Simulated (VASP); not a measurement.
Al2Pt: single point with LDA

The system is Al2Pt.

```xyz
3
Lattice="0.0000 2.8947 2.8947 2.8947 0.0000 2.8947 2.8947 2.8947 0.0000" Properties=species:S:1:pos:R:3 pbc="T T T"
Pt    0.0000    0.0000    0.0000
Al    4.3420    4.3420    4.3420
Al    1.4473    1.4473    1.4473
```

```
Program             : VASP 6.6.1
Task                : single point
Functional          : LDA
Potentials or basis : VASP PAW LDA potentials, release 64 (Pt_sv_GW, Al)
Cutoff              : 570 eV
k mesh              : 8 × 8 × 8
Occupations         : fermi-dirac, width 0.05 eV
Spin                : no spin polarisation
```

```yaml
Pressure: 5.1 GPa
Band_gap_on_the_k_mesh: zero (bands 12 and 13 overlap by 5.59 eV)
```

Levels at points of the mesh, in eV from the Fermi level:
```csv
k point,band 10,band 11,band 12,band 13,band 14,band 15
"(0.00, 0.00, 0.00)",-3.97,3.32,3.90,3.90,3.90,5.76
"(0.50, 0.00, 0.00)",-3.72,-3.72,1.05,1.05,3.85,5.42
"(0.50, 0.50, 0.00)",-3.60,-3.42,-1.68,-1.68,3.47,3.53
```

It took 16 s on 1 thread of Intel(R) Xeon(R) 6975P-C (Granite Rapids), on a shared host, peak memory 0.17 GiB.

Caveat: the cell stands under pressure; spin-orbit coupling is left out, which moves the levels of the heavy elements.
